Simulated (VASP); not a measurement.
# Bi (Im-3m) in VASP: notebook, part 2 of 2

VASP 6.6.1.

**3. Single point, HSE06**

This run uses another cell than the first one, of 30.49 Å³/atom, 1.021 times its volume.

File POSCAR:

```
Bi
1.0
   -1.9681319396      1.9681319396      1.9681319396
    1.9681319396     -1.9681319396      1.9681319396
    1.9681319396      1.9681319396     -1.9681319396
Bi
1
Direct
    0.0000000000      0.0000000000      0.0000000000
```

File INCAR.step1:

```
SYSTEM = Bi
PREC     = Accurate       ! precision mode
ENCUT    = 520            ! plane-wave cutoff, eV
EDIFF    = 1E-5           ! SCF threshold, eV
ISMEAR   = -1             ! smearing method
SIGMA    = 0.05           ! smearing width, eV
LREAL    = .FALSE.        ! projectors in reciprocal space
LASPH    = .TRUE.         ! aspherical terms in the spheres
NELM     = 80             ! most SCF steps
ALGO     = Normal         ! electronic algorithm
ISIF     = 2              ! what is computed and relaxed
LWAVE    = .TRUE.         ! write WAVECAR
LCHARG   = .FALSE.        ! write CHGCAR
GGA      = PE             ! functional
NBANDS   = 14             ! bands
```

File INCAR.step2:

```
SYSTEM = Bi
PREC     = Accurate       ! precision mode
ENCUT    = 520            ! plane-wave cutoff, eV
EDIFF    = 1E-6           ! SCF threshold, eV
ISMEAR   = -1             ! smearing method
SIGMA    = 0.05           ! smearing width, eV
LREAL    = .FALSE.        ! projectors in reciprocal space
LASPH    = .TRUE.         ! aspherical terms in the spheres
NELM     = 80             ! most SCF steps
ALGO     = Normal         ! electronic algorithm
ISIF     = 2              ! what is computed and relaxed
LWAVE    = .FALSE.        ! write WAVECAR
LCHARG   = .FALSE.        ! write CHGCAR
GGA      = PE             ! functional
LHFCALC  = .TRUE.         ! exact exchange
HFSCREEN = 0.2079         ! screening, 1/A
PRECFOCK = Normal       
ISTART   = 1            
NBANDS   = 14             ! bands
```

File KPOINTS:

```
regular mesh
0
G
  6 6 6
  0 0 0
```

Potentials or basis: VASP PAW PBE potentials, release 64 (Bi_d).

Launch:

```bash
> cat potpaw_PBE.64/Bi_d/POTCAR > POTCAR
> cp INCAR.step1 INCAR
> mpirun -np 1 vasp_std > vasp.out
> cp INCAR.step2 INCAR
> mpirun -np 1 vasp_std > vasp.out
```

OUTCAR:

```text
SYSTEM = Bi
   PREC = Accurate
   ENCUT = 520
   EDIFF = 1E-6
   ISMEAR = -1
   LREAL = .FALSE.
   LASPH = .TRUE.
   NELM = 80
   ISIF = 2
   GGA = PE
   LHFCALC = .TRUE.
   HFSCREEN = 0.2079
   PRECFOCK = Normal
   ISTART = 1

 ion  position               nearest neighbor table
   1  0.000  0.000  0.000-

  LATTYP: Found a body centered cubic cell.
 ALAT       =     3.9362638792

  Lattice vectors:

 A1 = (  -1.9681319396,   1.9681319396,   1.9681319396)
 A2 = (   1.9681319396,  -1.9681319396,   1.9681319396)
 A3 = (   1.9681319396,   1.9681319396,  -1.9681319396)

Analysis of symmetry for initial positions (statically):
=====================================================================
 Subroutine PRICEL returns:
 Original cell was already a primitive cell.

 Routine SETGRP: Setting up the symmetry group for a
 body centered cubic supercell.

 Subroutine GETGRP returns: Found 48 space group operations
[... 9 lines left out ...]

 Routine SETGRP: Setting up the symmetry group for a
[... 156 lines left out ...]
 Fermi energy:         7.7103228578

 k-point     1 :       0.0000    0.0000    0.0000
  band No.  band energies     occupation
      1     -17.1398      2.00000
      2     -17.1398      2.00000
      3     -17.1398      2.00000
      4     -16.9918      2.00000
      5     -16.9918      2.00000
      6      -7.0482      2.00000
      7      13.9853      0.00000
      8      13.9853      0.00000
      9      13.9853      0.00000
     10      18.2295      0.00000
     11      19.3597      0.00000
     12      19.3597      0.00000
     13      19.3597      0.00000
     14      20.6256      0.00000
[... 241 lines left out ...]
      1     -17.1547      2.00000
      2     -17.1547      2.00000
      3     -16.9242      2.00000
      4     -16.9242      2.00000
      5     -16.9242      2.00000
      6      -0.8440      2.00000
      7       5.9161      2.00000
      8       5.9161      2.00000
      9       5.9161      2.00000
     10      11.8499      0.00000
     11      11.8499      0.00000
     12      24.6246      0.00000
     13      27.0428      0.00000
     14      27.0428      0.00000

------------------------ aborting loop because EDIFF is reached ----------------------------------------

  FORCE on cell =-STRESS in cart. coord.  units (eV):
  Direction    XX          YY          ZZ          XY          YZ          ZX
  --------------------------------------------------------------------------------------
  -------------------------------------------------------------------------------------
  Total        0.0660390      0.0660390      0.0660390      0.0000000      0.0000000     -0.0000000
  in kB        3.4696738      3.4696738      3.4696738      0.0000000      0.0000000     -0.0000000
  external PRESSURE =       3.4696738 kB  Pullay stress =       0.0000000 kB

 VOLUME and BASIS-vectors are now :
 -----------------------------------------------------------------------------
  energy-cutoff  :      520.00
  volume of cell :       30.49
      direct lattice vectors                 reciprocal lattice vectors
    -1.968131940  1.968131940  1.968131940     0.000000000  0.254048009  0.254048009
     1.968131940 -1.968131940  1.968131940     0.254048009  0.000000000  0.254048009
     1.968131940  1.968131940 -1.968131940     0.254048009  0.254048009  0.000000000

 POSITION                                       TOTAL-FORCE (eV/Angst)
 -----------------------------------------------------------------------------------
      0.00000      0.00000      0.00000         0.000000     -0.000000     -0.000000
 -----------------------------------------------------------------------------------
    total drift:                               -0.000000      0.000000      0.000000

  FREE ENERGIE OF THE ION-ELECTRON SYSTEM (eV)
  ---------------------------------------------------
  free  energy   TOTEN  =        -4.3837798415 eV

  energy  without entropy=       -4.3681029316  energy(sigma->0) =       -4.37594139
```

OUTCAR.step1:

```text
SYSTEM = Bi
   PREC = Accurate
   ENCUT = 520
   EDIFF = 1E-5
   ISMEAR = -1
   LREAL = .FALSE.
[... 479 lines left out ...]
 -----------------------------------------------------------------------------------
      0.00000      0.00000      0.00000         0.000000      0.000000      0.000000
 -----------------------------------------------------------------------------------
    total drift:                               -0.000000     -0.000000     -0.000000

  FREE ENERGIE OF THE ION-ELECTRON SYSTEM (eV)
  ---------------------------------------------------
  free  energy   TOTEN  =        -3.7343804029 eV

  energy  without entropy=       -3.7185786139  energy(sigma->0) =       -3.72647951
```

OSZICAR.step1:

```text
N       E                     dE             d eps       ncg     rms          rms(c)
DAV:   1     0.115375044543E+03    0.11538E+03   -0.76555E+03   448   0.119E+03
DAV:   2     0.300623520902E+01   -0.11237E+03   -0.10835E+03   478   0.344E+02
DAV:   3    -0.357816561186E+01   -0.65844E+01   -0.65615E+01   550   0.796E+01
DAV:   4    -0.373043649447E+01   -0.15227E+00   -0.15224E+00   570   0.127E+01
DAV:   5    -0.373760350452E+01   -0.71670E-02   -0.71669E-02   592   0.252E+00    0.450E-01
DAV:   6    -0.373458214766E+01    0.30214E-02   -0.71437E-03   626   0.115E+00    0.268E-01
DAV:   7    -0.373430664608E+01    0.27550E-03   -0.43994E-03   574   0.920E-01    0.795E-02
DAV:   8    -0.373438196449E+01   -0.75318E-04   -0.47129E-04   600   0.309E-01    0.863E-03
DAV:   9    -0.373438040290E+01    0.15616E-05   -0.74809E-06   416   0.398E-02
   1 F= -.37343804E+01 E0= -.37264795E+01  d E =-.158018E-01
```

Wall time 21 min (1 thread of Intel Xeon Platinum 8124M at 3.00GHz (Skylake/Cascade Lake), shared host); peak memory 0.26 GiB.

What came out:

```
Free energy : -4.3838 eV
Pressure    : 0.3 GPa
```

Caveat: the k points lie up to 0.38 Å⁻¹ apart; the PAW data sets were made with another functional, which shifts forces and pressure a little; spin-orbit coupling is left out, which moves the levels of the heavy elements.

**4. Single point, PBE0**

This run uses another cell than the first one, of 30.49 Å³/atom, 1.021 times its volume.

POSCAR is that of step 3.

File INCAR.step1:

```
SYSTEM = Bi
PREC = Accurate
ENCUT = 520
EDIFF = 1E-5
ISMEAR = -1
SIGMA = 0.05
LREAL = .False.
LASPH = .True.
NELM = 80
ALGO = Normal
ISIF = 2
LWAVE = .True.
GGA = PE
NBANDS = 14
```

File INCAR.step2:

```
SYSTEM = Bi
PREC = Accurate
ENCUT = 520
EDIFF = 1E-6
ISMEAR = -1
SIGMA = 0.05
LREAL = .False.
LASPH = .True.
NELM = 80
ALGO = Normal
ISIF = 2
LWAVE = .False.
LCHARG = .True.
GGA = PE
LHFCALC = .True.
AEXX = 0.25
PRECFOCK = Normal
LELF = .True.
LVHAR = .True.
ISTART = 1
NBANDS = 14
```

File KPOINTS:

```
Automatic mesh
0
Gamma
  6 6 6
  0 0 0
```

Launch:

```bash
> cat potpaw_PBE.64/Bi_d/POTCAR > POTCAR
> cp INCAR.step1 INCAR
> mpirun -np 1 vasp_std > vasp.out
> cp INCAR.step2 INCAR
> mpirun -np 1 vasp_std > vasp.out
```

It took 21 min on 1 thread of Intel Xeon Platinum 8124M at 3.00GHz (Skylake/Cascade Lake), shared host; peak memory 0.17 GiB.

The run converged. Its results:

```yaml
Free_energy: -4.9077 eV
Pressure: 0.1 GPa
```

Levels at points of the mesh, in eV from the Fermi level:
| k point | band 3 | band 4 | band 5 | band 6 | band 7 | band 8 | band 9 | band 10 | band 11 | band 12 |
| --- | --- | --- | --- | --- | --- | --- | --- | --- | --- | --- |
| (0.00, 0.00, 0.00) | -25.16 | -25.01 | -25.01 | -15.08 | 6.80 | 6.80 | 6.80 | 11.00 | 12.14 | 12.14 |
| (0.50, 0.00, 0.00) | -25.02 | -25.02 | -24.92 | -11.42 | -5.87 | 2.66 | 4.83 | 7.32 | 8.96 | 14.32 |
| (0.50, 0.50, 0.50) | -24.95 | -24.95 | -24.95 | -8.85 | -2.06 | -2.06 | -2.06 | 4.56 | 4.56 | 17.43 |

Caveat: the k points lie up to 0.38 Å⁻¹ apart; the PAW data sets were made with another functional, which shifts forces and pressure a little; spin-orbit coupling is left out, which moves the levels of the heavy elements.

**5. Single point, PBE, non-collinear spin, zero start, spin-orbit coupling**

This run uses another cell than the first one, of 32.54 Å³/atom, 1.089 times its volume.

File INCAR:

```
SYSTEM = Bi
  PREC = Accurate
  ENCUT = 520
  EDIFF = 1E-6
  ISMEAR = -1
  SIGMA = 0.05
  LREAL = .False.
  LASPH = .True.
  NELM = 150
  ALGO = Normal
  ISIF = 2
  LWAVE = .False.
  LCHARG = .False.
  MAGMOM = 0 0 0
  LORBIT = 11
  LSORBIT = .True.
  GGA_COMPAT = .False.
  LORBMOM = .True.
  GGA = PE
  NBANDS = 26
```

File KPOINTS:

```
regular mesh
0
Gamma
  9 9 9
  0 0 0
```

File POSCAR:

```
Bi
1.0
   -2.0111991300      2.0111991300      2.0111991300
    2.0111991300     -2.0111991300      2.0111991300
    2.0111991300      2.0111991300     -2.0111991300
Bi
1
Direct
    0.0000000000      0.0000000000      0.0000000000
```

Potentials or basis: VASP PAW PBE potentials, release 64 (Bi_d).

Launch:

```bash
> cat potpaw_PBE.64/Bi_d/POTCAR > POTCAR
> mpirun -np 1 vasp_ncl > vasp.out
```

OUTCAR:

```text
SYSTEM = Bi
   PREC = Accurate
   ENCUT = 520
   EDIFF = 1E-6
   ISMEAR = -1
   LREAL = .False.
   LASPH = .True.
   NELM = 150
   ISIF = 2
   LORBIT = 11
   LSORBIT = .True.
   GGA = PE

 ion  position               nearest neighbor table
   1  0.000  0.000  0.000-

  LATTYP: Found a body centered cubic cell.
 ALAT       =     4.0223982600

  Lattice vectors:

 A1 = (  -2.0111991300,   2.0111991300,   2.0111991300)
 A2 = (   2.0111991300,  -2.0111991300,   2.0111991300)
 A3 = (   2.0111991300,   2.0111991300,  -2.0111991300)

Analysis of symmetry for initial positions (statically):
=====================================================================
 Subroutine PRICEL returns:
 Original cell was already a primitive cell.

 Routine SETGRP: Setting up the symmetry group for a
 body centered cubic supercell.

 Subroutine GETGRP returns: Found 48 space group operations
[... 9 lines left out ...]

 Routine SETGRP: Setting up the symmetry group for a
 body centered cubic supercell.

 Subroutine GETGRP returns: Found 48 space group operations
 (whereof 48 operations were pure point group operations)
 out of a pool of 48 trial point group operations.

The dynamic configuration has the point symmetry O_h .

Analysis of structural, dynamic, and magnetic symmetry:
[... 890 lines left out ...]
  FREE ENERGIE OF THE ION-ELECTRON SYSTEM (eV)
  ---------------------------------------------------
  free  energy   TOTEN  =        -4.5902097919 eV

  energy  without entropy=       -4.5863261103  energy(sigma->0) =       -4.58826795

 orbital moment (x)

 # of ion     p       d       tot
 ----------------------------------------
  1         0.000  -0.000  -0.000
 ----------------------------------------
            0.000  -0.000  -0.000

 orbital moment (y)

 # of ion     p       d       tot
 ----------------------------------------
  1         0.000   0.000   0.000
 ----------------------------------------
            0.000   0.000   0.000

 orbital moment (z)

 # of ion     p       d       tot
 ----------------------------------------
  1         0.000   0.000   0.000
 ----------------------------------------
            0.000   0.000   0.000

 Spin-Orbit-Coupling matrix elements

 Ion:    1  E_soc:     -1.7428201
 l=   1
     0.0000000    -0.2244791    -0.2244791
    -0.2244791     0.0000000    -0.2244791
    -0.2244791    -0.2244791     0.0000000
 l=   2
     0.0000000    -0.0132082     0.0000000    -0.0132082    -0.0527827
    -0.0132082     0.0000000    -0.0395870    -0.0132082    -0.0131957
     0.0000000    -0.0395870     0.0000000    -0.0395870     0.0000000
    -0.0132082    -0.0132082    -0.0395870     0.0000000    -0.0131957
    -0.0527827    -0.0131957     0.0000000    -0.0131957     0.0000000
 l=   3
     0.0000000     0.0000000     0.0000000     0.0000000     0.0000000     0.0000000     0.0000000
     0.0000000     0.0000000     0.0000000     0.0000000     0.0000000     0.0000000     0.0000000
     0.0000000     0.0000000     0.0000000     0.0000000     0.0000000     0.0000000     0.0000000
     0.0000000     0.0000000     0.0000000     0.0000000     0.0000000     0.0000000     0.0000000
     0.0000000     0.0000000     0.0000000     0.0000000     0.0000000     0.0000000     0.0000000
     0.0000000     0.0000000     0.0000000     0.0000000     0.0000000     0.0000000     0.0000000
     0.0000000     0.0000000     0.0000000     0.0000000     0.0000000     0.0000000     0.0000000

 total charge

# of ion       s       p       d       tot
------------------------------------------
    1        1.548   1.261   9.916  12.725

 magnetization (x)

# of ion       s       p       d       tot
------------------------------------------
    1        0.000  -0.000  -0.000  -0.000

 magnetization (y)

# of ion       s       p       d       tot
------------------------------------------
    1        0.000  -0.000   0.000   0.000

 magnetization (z)

# of ion       s       p       d       tot
------------------------------------------
    1        0.000   0.000   0.000   0.000
```

Wall time 33 s (1 thread of Intel Xeon Platinum 8488C (Sapphire Rapids), shared host); peak memory 0.25 GiB.

Results:

* Free energy: -4.5902 eV
* Pressure: -0.2 GPa
* Net moment: 0.00 μB per cell
* Valence electrons inside the program's atomic spheres: Bi 12.72

Moments on the atoms (μB; x, y, z):
```
Bi  0.00 0.00 0.00
```

**6. Overview**

```csv
level,spin,cell,k mesh,cutoff (eV),grid for exact exchange (PRECFOCK),screening parameter,gap on the mesh (eV),pressure (GPa)
r2SCAN,off,"a = 3.386 Å, angles 109.5°, 1 atom",9 × 9 × 9,550,-,-,none,2.6
HSE06,off,"a = 3.409 Å, angles 109.5°, 1 atom",6 × 6 × 6,520,Normal,0.2079 1/Å,none,0.3
PBE0,off,"a = 3.409 Å, angles 109.5°, 1 atom",6 × 6 × 6,520,Normal,-,none,0.1
PBE,"non-collinear, zero start, SOC","a = 3.483 Å, angles 109.5°, 1 atom",9 × 9 × 9,520,-,-,-,-0.2
```

Alike in all rows: task single point; potentials or basis VASP PAW PBE potentials, release 64 (Bi_d); smearing fermi-dirac 0.05 eV.

Caveats: some runs use coarse meshes; the PAW data sets were made with another functional, which shifts forces and pressure a little (some runs); spin-orbit coupling is left out, which moves the levels of the heavy elements (some runs).

Absolute energies hang on the potentials; compare differences alone.
